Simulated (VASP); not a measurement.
Wanted: the native input for a VASP 6.6.1 run.

```
Task                   : relaxation of cell and atoms
Functional             : PBE
Potentials or basis    : VASP PAW PBE potentials, release 64 (Be, Te, S)
Cutoff                 : 600 eV
k mesh                 : 2 × 2 × 3
Occupations            : gaussian, width 0.15 eV
Spin                   : no spin polarisation
Dipole correction      : no
Further INCAR settings : ALGO = Normal; EDIFF = 1e-07; IBRION = 2; EDIFFG = -0.08; NSW = 36; ISIF = 3
```

The structure of BeTeS4 lies in POSCAR:

```
BeTeS4
1.0
    4.0253256200     -4.0391152800      0.0000000000
    4.0253256200      4.0391152800      0.0000000000
    0.0000000000      0.0000000000      3.7266018500
Be Te S
1 1 4
Direct
    0.5000000000      0.5000000000      0.5000000000
    0.0000000000      0.0000000000      0.0000000000
    0.2033679900      0.2033679900      0.5000000000
    0.7966320100      0.7966320100      0.5000000000
    0.6859680000      0.3140320000      0.0000000000
    0.3140320000      0.6859680000      0.0000000000
```

The cell was built from a structure type or drawn by symmetry, and may not be a known phase.

The input as run:

INCAR

```
PREC     = Accurate       # precision mode
ENCUT    = 600            # plane-wave cutoff, eV
EDIFF    = 1E-7           # SCF threshold, eV
ISMEAR   = 0              # smearing method
SIGMA    = 0.15           # smearing width, eV
LREAL    = False          # projectors in reciprocal space
LASPH    = True           # aspherical terms in the spheres
NELM     = 120            # most SCF steps
ALGO     = Normal         # electronic algorithm
ISIF     = 3              # what is computed and relaxed
LWAVE    = False          # write WAVECAR
LCHARG   = False          # write CHGCAR
GGA      = PE             # functional
IBRION   = 2              # ionic algorithm
NSW      = 36             # ionic steps
EDIFFG   = -0.08          # ionic threshold
GGA_COMPAT= False        
NELMIN   = 4
```

KPOINTS

```
Automatic mesh
0
Gamma
  2 2 3
```

Potentials or basis: VASP PAW PBE potentials, release 64 (Be, Te, S).

Launch:

```sh
$ cat potpaw_PBE.64/Be/POTCAR potpaw_PBE.64/Te/POTCAR potpaw_PBE.64/S/POTCAR > POTCAR
$ mpirun -np 1 vasp_std > vasp.out
```

It gave:

* Relaxed volume: 19.97 Å³/atom
* Relaxed cell: a = 5.661 Å, b = 5.661 Å, c = 3.755 Å, α = 90.00°, β = 90.00°, γ = 84.79°
* Space group after relaxing (to 0.1 Å): Cmmm (No. 65)
* Energy gained by relaxing: 102.8 meV/atom
* Ionic steps: 9
* Pressure after relaxing: 0.2 GPa
* Largest force after relaxing: 0.068 eV/Å
* Band gap on the k mesh: zero (bands 16 and 17 overlap by 0.89 eV)

Caveat: the k points lie up to 0.56 Å⁻¹ apart in the final cell, too coarse for converged energies and pressures of a metal; spin-orbit coupling is left out, which moves the levels of the heavy elements; the relaxation stopped at a loose force limit of 0.08 eV/Å, so its end isn't a converged minimum.

Run time: 77 s on 1 thread of Intel(R) Xeon(R) 6975P-C (Granite Rapids), on a shared host, peak memory 0.26 GiB.
